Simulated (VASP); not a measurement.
# GaSb3 (I4/mmm) in VASP: a series of runs

The runs below take GaSb3 through single point, with PBEsol.

All numbers are computed with VASP 6.6.1; they aren't measurements. Logs are shortened: lines on timing, memory, paths and dates and some standing lists are left out, and cuts for length are marked.

## 1. The cell of the first run

Symmetry: I4/mmm, No. 139, tetragonal system. The conventional cell has a = 5.341 Å, b = 5.341 Å, c = 7.161 Å, α = 90.00°, β = 90.00°, γ = 90.00°. Ga (site symmetry 4/mmm) has 14 Sb at 3.22 to 3.78 Å within 4.2 Å. Within 4.2 Å of Sb (site symmetry -4m2) lie 4 Ga at 3.22 Å and 10 Sb at 3.22 to 3.78 Å. Sb (site symmetry 4/mmm) has 8 Sb at 3.22 Å and 6 Ga at 3.58 to 3.78 Å within 4.2 Å.

## 2. Single point, PBEsol (25.54 Å³/atom)

File INCAR:

```
  PREC = Accurate
  ENCUT = 520
  EDIFF = 1E-6
  ISMEAR = 0
  SIGMA = 0.15
  LREAL = False
  LASPH = True
  NELM = 80
  ALGO = Normal
  ISIF = 2
  LWAVE = False
  LCHARG = False
  GGA = PS
  NBANDS = 22
```

File KPOINTS:

```
Automatic mesh
0
Gamma
  10 10 10
```

File POSCAR:

```
GaSb3
1.0
    0.0000000000      3.7770046290      3.5806003883
    3.7770046290      0.0000000000      3.5806003883
    3.7770046290      3.7770046290      0.0000000000
Ga Sb
1 3
Direct
    0.0000000000      0.0000000000      0.0000000000
    0.2500000000      0.2500000000      0.2500000000
    0.7500000000      0.7500000000      0.7500000000
    0.5000000000      0.5000000000      0.5000000000
```

Potentials or basis: VASP PAW PBE potentials, release 64 (Ga_d, Sb).

Launch:

```console
> cat potpaw_PBE.64/Ga_d/POTCAR potpaw_PBE.64/Sb/POTCAR > POTCAR
> mpirun -np 1 vasp_std > vasp.out
```

OUTCAR:

```text
PREC = Accurate
   ENCUT = 520
   EDIFF = 1E-6
   ISMEAR = 0
   LREAL = False
   LASPH = True
   NELM = 80
   ISIF = 2
   GGA = PS

 ion  position               nearest neighbor table
   1  0.000  0.000  0.000-   3 3.22   3 3.22   3 3.22   2 3.22   2 3.22   2 3.22   3 3.22   2 3.22

   2  0.250  0.250  0.250-   1 3.22   1 3.22   1 3.22   4 3.22   4 3.22   4 3.22   4 3.22   1 3.22
                             3 3.58   3 3.58   3 3.78   3 3.78   3 3.78   3 3.78
   3  0.750  0.750  0.750-   4 3.22   4 3.22   4 3.22   1 3.22   1 3.22   1 3.22   4 3.22   1 3.22
                             2 3.58   2 3.58   2 3.78   2 3.78   2 3.78   2 3.78
   4  0.500  0.500  0.500-   2 3.22   2 3.22   2 3.22   3 3.22   3 3.22   3 3.22   3 3.22   2 3.22

  LATTYP: Found a body centered tetragonal cell.
 ALAT       =     5.3414911715
 C/A-ratio  =     1.3406744571

  Lattice vectors:

 A1 = (   0.0000000000,  -3.7770046290,  -3.5806003883)
 A2 = (   0.0000000000,   3.7770046290,  -3.5806003883)
 A3 = (   3.7770046290,   0.0000000000,   3.5806003883)

Analysis of symmetry for initial positions (statically):
=====================================================================
 Subroutine PRICEL returns:
 Original cell was already a primitive cell.

 Routine SETGRP: Setting up the symmetry group for a
 body centered tetragonal supercell.

 Subroutine GETGRP returns: Found 16 space group operations
 (whereof 16 operations were pure point group operations)
 out of a pool of 16 trial point group operations.

The static configuration has the point symmetry D_4h.

Analysis of symmetry for dynamics (positions and initial velocities):
=====================================================================
 Subroutine PRICEL returns:
 Original cell was already a primitive cell.

 Routine SETGRP: Setting up the symmetry group for a
 body centered tetragonal supercell.

 Subroutine GETGRP returns: Found 16 space group operations
 (whereof 16 operations were pure point group operations)
 out of a pool of 16 trial point group operations.

The dynamic configuration has the point symmetry D_4h.

 Subroutine INISYM returns: Found 16 space group operations
 (whereof 16 operations are pure point group operations),
 and found     1 'primitive' translations

----------------------------------------------------------------------------------------

                                     Primitive cell

  volume of cell :     102.1600

  direct lattice vectors                    reciprocal lattice vectors
     0.000000000  3.777004629  3.580600388    -0.132380034  0.132380034  0.139641386
     3.777004629  0.000000000  3.580600388     0.132380034 -0.132380034  0.139641386
     3.777004629  3.777004629  0.000000000     0.132380034  0.132380034 -0.139641386

  length of vectors
     5.204465689  5.204465689  5.341491171     0.233556553  0.233556553  0.233556553

  position of ions in fractional coordinates (direct lattice)
     0.000000000  0.000000000  0.000000000
     0.250000000  0.250000000  0.250000000
     0.750000000  0.750000000  0.750000000
     0.500000000  0.500000000  0.500000000

  ion indices of the primitive-cell ions
   primitive index   ion index
                 1           1
                 2           2
                 3           3
                 4           4

----------------------------------------------------------------------------------------

 KPOINTS: Automatic mesh

Automatic generation of k-mesh.
 Grid dimensions read from file:
 generate k-points for:   10   10   10

 Generating k-lattice:

  Cartesian coordinates                     Fractional coordinates (reciprocal lattice)
    -0.013238003  0.013238003  0.013964139     0.100000000  0.000000000  0.000000000
     0.013238003 -0.013238003  0.013964139     0.000000000  0.100000000  0.000000000
     0.013238003  0.013238003 -0.013964139     0.000000000  0.000000000  0.100000000

  Length of vectors
     0.023355655  0.023355655  0.023355655

  Shift w.r.t. Gamma in fractional coordinates (k-lattice)
     0.000000000  0.000000000  0.000000000

 Subroutine IBZKPT returns following result:
 ===========================================

 Found    102 irreducible k-points:

 Following reciprocal coordinates:
            Coordinates               Weight
  0.000000  0.000000  0.000000      1.000000
  0.100000 -0.000000  0.000000      8.000000
  0.200000 -0.000000  0.000000      8.000000
  0.300000 -0.000000  0.000000      8.000000
  0.400000 -0.000000  0.000000      8.000000
  0.500000  0.000000  0.000000      4.000000
[... 16 lines left out ...]
  0.300000  0.300000  0.000000      2.000000
  0.400000  0.300000  0.000000      8.000000
 [... further k-points ...]
   k-points           NKPTS =    102   k-points in BZ     NKDIM =    102   number of bands    NBANDS=     22
   number of dos      NEDOS =    301   number of ions     NIONS =      4
   total plane-waves  NPLWV =  64000
   dimension x,y,z NGX =    40 NGY =   40 NGZ =   40
   dimension x,y,z NGXF=    80 NGYF=   80 NGZF=   80
   ions per type =               1   3
   NGX,Y,Z   is equivalent  to a cutoff of  12.78, 12.78, 12.45 a.u.
   NGXF,Y,Z  is equivalent  to a cutoff of  25.55, 25.55, 24.90 a.u.
 SYSTEM =  unknown system
   PREC   = accura    normal or accurate (medium, high low for compatibility)
   ISTART =      0    job   : 0-new  1-cont  2-samecut
   ICHARG =      2    charge: 1-file 2-atom 10-const
   ISPIN  =      1    spin polarized calculation?
   LNONCOLLINEAR =      F non collinear calculations
   LSORBIT =      F    spin-orbit coupling
   LASPH  =      T    aspherical Exc in radial PAW
   ENCUT  =  520.0 eV  38.22 Ry    6.18 a.u.   9.68  9.68  9.93*2*pi/ulx,y,z
   NELM   =     80;   NELMIN=  2; NELMDL= -5     # of ELM steps
   EDIFF  = 0.1E-05   stopping-criterion for ELM
   LREAL  =      F    real-space projection
   EDIFFG = 0.1E-04   stopping-criterion for IOM
   NSW    =      0    number of steps for IOM
   IBRION =     -1    ionic relax: 0-MD 1-quasi-New 2-CG
   NFREE  =      0    steps in history (QN), initial steepest desc. (CG)
   ISIF   =      2    stress and relaxation
   ISYM   =      2    0-nonsym 1-usesym 2-fastsym
   POTIM  = 0.5000    time-step for ionic-motion
   TEBEG  =    0.0;   TEEND  =   0.0 temperature during run
   PSTRESS=    0.0 pullay stress
   NELECT =      28.0000    total number of electrons
   NUPDOWN=      -1.0000    fix difference up-down
   EMIN   =  10.00;   EMAX   =-10.00  energy-range for DOS
   EFERMI =   0.00;   METHOD = LEGACY
   ISMEAR =     0;   SIGMA  =   0.15  broadening in eV -4-tet -1-fermi 0-gaus
   EFERMI_NEDOS =   21; number of points for ismear=-14 and -15
   IALGO  =     38    algorithm
   IMIX   =      4    mixing-type and parameters
     AMIX     =   0.40;   BMIX     =  1.00
     AMIX_MAG =   1.60;   BMIX_MAG =  1.00
  volume/ion in A,a.u.               =      25.54       172.35
  Fermi-wavevector in a.u.,A,eV,Ry     =   1.063410  2.009553 15.386010  1.130840
  Thomas-Fermi vector in A             =   2.198893
   LORBIT       =      0    0 simple, 1 ext, 2 COOP (PROOUT), +10 PAW based schemes
   GGA     = PS    functional components
   LHFCALC =     F    Hartree Fock is set to
   AEXX    =    0.0000 exact exchange contribution
   IVDW    =     0    specifies the selected vdW correction
   LEPSILON=     F    determine dielectric tensor
   LRPA    =     F    only Hartree local field effects (RPA)
 non-spin polarized calculation
 Gauss-broadening in eV      SIGMA  =   0.15
  energy-cutoff  :      520.00
  volume of cell :      102.16
 maximum number of plane-waves:      2772
   NGX = 19   NGY = 19   NGZ = 19

 number of electron      28.0000008 magnetization

 Free energy of the ion-electron system (eV)
  ---------------------------------------------------
  ext. energy  EPLUGINS =         0.00000000
  ---------------------------------------------------
  free energy    TOTEN  =       -16.34648168 eV

  energy without entropy =      -16.31844309  energy(sigma->0) =      -16.33246238

 E-fermi :   7.4946     XC(G=0): -10.3708

 val. band max:        7.4945195876   @ k =   0.3000   0.1000   0.2000
 cond. band min:       7.4948697613   @ k =   0.5000   0.0000   0.0000
 fundamental gap:      0.0003501737
 Fermi energy:         7.4946266698

 k-point     1 :       0.0000    0.0000    0.0000
  band No.  band energies     occupation
      1      -7.2457      2.00000
      2      -7.2457      2.00000
      3      -7.2412      2.00000
      4      -7.2350      2.00000
      5      -7.2267      2.00000
      6      -5.0656      2.00000
[... 14 lines left out ...]
     21      14.2266      0.00000
     22      14.2266      0.00000

 k-point     2 :       0.1000   -0.0000    0.0000
  band No.  band energies     occupation
      1      -7.2459      2.00000
      2      -7.2455      2.00000
      3      -7.2412      2.00000
      4      -7.2351      2.00000
      5      -7.2268      2.00000
      6      -4.9874      2.00000
[... 14 lines left out ...]
     21      13.5757      0.00000
     22      14.1104      0.00000

 k-point     3 :       0.2000   -0.0000    0.0000
  band No.  band energies     occupation
      1      -7.2468      2.00000
      2      -7.2449      2.00000
      3      -7.2412      2.00000
      4      -7.2353      2.00000
      5      -7.2269      2.00000
      6      -4.7543      2.00000
[... 14 lines left out ...]
     21      12.5468      0.00000
     22      13.5295      0.00000
[... 476 lines left out ...]
 k-point    23 :       0.3000    0.3000    0.0000
  band No.  band energies     occupation
      1      -7.2481      2.00000
      2      -7.2426      2.00000
      3      -7.2426      2.00000
      4      -7.2384      2.00000
      5      -7.2259      2.00000
      6      -4.0697      2.00000
[... 14 lines left out ...]
     21      11.7674      0.00000
     22      11.7674      0.00000

 k-point    24 :       0.4000    0.3000    0.0000
  band No.  band energies     occupation
      1      -7.2492      2.00000
      2      -7.2423      2.00000
      3      -7.2419      2.00000
      4      -7.2392      2.00000
      5      -7.2258      2.00000
      6      -3.6751      2.00000
[... 14 lines left out ...]
     21      11.8597      0.00000
     22      12.2707      0.00000

 [... further k-points ...]
[... 5 lines left out ...]
  --------------------------------------------------------------------------------------
  -------------------------------------------------------------------------------------
  Total       -1.9383963     -1.9383963     -1.4334160      0.0000000     -0.0000000     -0.0000000
  in kB      -30.3999088    -30.3999088    -22.4802921      0.0000000     -0.0000000     -0.0000000
  external PRESSURE =     -27.7600366 kB  Pullay stress =       0.0000000 kB

 VOLUME and BASIS-vectors are now :
 -----------------------------------------------------------------------------
  energy-cutoff  :      520.00
  volume of cell :      102.16
      direct lattice vectors                 reciprocal lattice vectors
     0.000000000  3.777004629  3.580600388    -0.132380034  0.132380034  0.139641386
     3.777004629  0.000000000  3.580600388     0.132380034 -0.132380034  0.139641386
     3.777004629  3.777004629  0.000000000     0.132380034  0.132380034 -0.139641386

 POSITION                                       TOTAL-FORCE (eV/Angst)
 -----------------------------------------------------------------------------------
      0.00000      0.00000      0.00000         0.000000      0.000000     -0.000000
      1.88850      1.88850      1.79030         0.000000      0.000000     -0.000000
      5.66551      5.66551      5.37090         0.000000      0.000000      0.000000
      3.77700      3.77700      3.58060         0.000000      0.000000     -0.000000
 -----------------------------------------------------------------------------------
    total drift:                               -0.000000      0.000000      0.000000

  FREE ENERGIE OF THE ION-ELECTRON SYSTEM (eV)
  ---------------------------------------------------
  free  energy   TOTEN  =       -16.3464816754 eV

  energy  without entropy=      -16.3184430902  energy(sigma->0) =      -16.33246238
```

Run time: 3.9 min. Hardware: 1 thread of Intel Xeon 8259CL, shared host; peak memory 0.39 GiB.

What came out:

```
Free energy            : -16.3465 eV
Pressure               : -2.8 GPa
Band gap on the k mesh : zero (bands 14 and 15 overlap by 4.06 eV)
```

Caveat: the PAW data sets were made with another functional, which shifts forces and pressure a little; spin-orbit coupling is left out, which moves the levels of the heavy elements.

## 3. Single point, PBEsol (25.54 Å³/atom)

File INCAR:

```
  PREC = Accurate
  ENCUT = 520
  EDIFF = 1E-6
  ISMEAR = 0
  SIGMA = 0.15
  LREAL = False
  LASPH = True
  NELM = 100
  ALGO = Normal
  ISIF = 2
  LWAVE = False
  LCHARG = True
  GGA = PS
  LELF = True
  LVHAR = True
  NBANDS = 22
```

KPOINTS is that of step 2.

File POSCAR:

```
GaSb3
1.0
    0.0000000000      3.6448517233      3.8449540829
    3.6448517233      0.0000000000      3.8449540829
    3.6448517233      3.6448517233      0.0000000000
Ga Sb
1 3
Direct
    0.0000000000      0.0000000000      0.0000000000
    0.2500000000      0.2500000000      0.2500000000
    0.7500000000      0.7500000000      0.7500000000
    0.5000000000      0.5000000000      0.5000000000
```

Potentials or basis: VASP PAW PBE potentials, release 64 (Ga_d, Sb).

Launch:

```console
> cat potpaw_PBE.64/Ga_d/POTCAR potpaw_PBE.64/Sb/POTCAR > POTCAR
> mpirun -np 1 vasp_std > vasp.out
```

Wall time 4.6 min (1 thread of Intel Xeon 8259CL, shared host); peak memory 0.39 GiB.

The run converged. Its results:

| Quantity | Value |
| --- | --- |
| Free energy | -16.3397 eV |
| Pressure | -2.8 GPa |
| Band gap on the k mesh | zero (bands 14 and 15 overlap by 4.08 eV) |

Stress tensor (GPa, compression positive):
```
-2.30  0.00  0.00
 0.00 -2.30  0.00
 0.00  0.00 -3.73
```

Levels at points of the mesh, in eV from the Fermi level:
| k point | band 11 | band 12 | band 13 | band 14 | band 15 | band 16 | band 17 | band 18 |
| --- | --- | --- | --- | --- | --- | --- | --- | --- |
| (0.00, 0.00, 0.00) | -2.71 | -2.61 | -2.37 | -2.37 | -2.36 | -0.97 | -0.49 | -0.49 |
| (0.50, 0.00, 0.00) | -3.47 | -2.72 | -2.55 | -0.32 | 0.00 | 1.87 | 2.35 | 2.78 |
| (0.50, 0.50, 0.00) | -5.14 | 0.88 | 1.23 | 1.23 | 1.39 | 1.73 | 2.02 | 2.02 |
| (0.50, 0.00, 0.50) | -5.24 | 0.51 | 0.61 | 0.76 | 1.47 | 1.48 | 2.31 | 2.35 |

Caveat: the PAW data sets were made with another functional, which shifts forces and pressure a little; spin-orbit coupling is left out, which moves the levels of the heavy elements.

## 4. Single point, PBEsol (26.19 Å³/atom)

This run uses another cell than the first one, of 26.19 Å³/atom.

File INCAR:

```
  PREC = Accurate
  ENCUT = 520
  EDIFF = 1E-6
  ISMEAR = 0
  SIGMA = 0.15
  LREAL = False
  LASPH = True
  NELM = 80
  ALGO = Normal
  ISIF = 2
  LWAVE = False
  LCHARG = False
  GGA = PS
  NBANDS = 22
```

KPOINTS is that of step 3.

File POSCAR:

```
GaSb3
1.0
    0.0000000000      3.8427135723      3.5468246272
    3.8427135723      0.0000000000      3.5468246272
    3.8427135723      3.8427135723      0.0000000000
Ga Sb
1 3
Direct
    0.0000000000      0.0000000000      0.0000000000
    0.2500000000      0.2500000000      0.2500000000
    0.7500000000      0.7500000000      0.7500000000
    0.5000000000      0.5000000000      0.5000000000
```

Launch:

```console
> cat potpaw_PBE.64/Ga_d/POTCAR potpaw_PBE.64/Sb/POTCAR > POTCAR
> mpirun -np 1 vasp_std > vasp.out
```

It took 4 min on 1 thread of Intel Xeon 8259CL, shared host; peak memory 0.39 GiB.

The run converged. Its results:

* Free energy: -16.2876 eV
* Pressure: -3.8 GPa
* Band gap on the k mesh: zero (bands 14 and 15 overlap by 3.98 eV)

Stress tensor (GPa, compression positive):
```
-3.81  0.00  0.00
 0.00 -3.81  0.00
 0.00  0.00 -3.73
```

Levels at points of the mesh, in eV from the Fermi level:
```
           k point  band 11  band 12  band 13  band 14  band 15  band 16  band 17  band 18
(0.00, 0.00, 0.00)    -2.47    -2.47    -2.33    -2.33    -2.32    -0.86    -0.86     0.08
(0.50, 0.00, 0.00)    -3.23    -2.69    -2.37    -0.38    -0.05     1.74     2.44     2.68
(0.50, 0.50, 0.00)    -5.23     0.20     0.33     0.90     0.90     1.78     1.78     2.68
(0.50, 0.00, 0.50)    -4.96     0.51     0.63     1.03     1.32     1.77     1.86     2.60
```

Caveat: the cell stands under tension; the PAW data sets were made with another functional, which shifts forces and pressure a little; spin-orbit coupling is left out, which moves the levels of the heavy elements.

## 5. The runs side by side

| cell | gap on the mesh (eV) | pressure (GPa) |
| --- | --- | --- |
| a = 5.204, b = 5.204, c = 5.341 Å, angles 59.1, 59.1, 61.7°, 4 atoms | none | -2.8 |
| a = 5.298, b = 5.298, c = 5.155 Å, angles 60.9, 60.9, 58.2°, 4 atoms | none | -2.8 |
| a = 5.229, b = 5.229, c = 5.434 Å, angles 58.7, 58.7, 62.6°, 4 atoms | none | -3.8 |

Alike in all rows: task single point; level PBEsol; potentials or basis VASP PAW PBE potentials, release 64 (Ga_d, Sb); no spin polarisation; k mesh 10 × 10 × 10; cutoff (eV) 520; smearing gaussian 0.15 eV.

Caveats: the PAW data sets were made with another functional, which shifts forces and pressure a little; spin-orbit coupling is left out, which moves the levels of the heavy elements; the cell stands under tension (at least some runs).

Absolute energies hang on the potentials; compare differences alone.
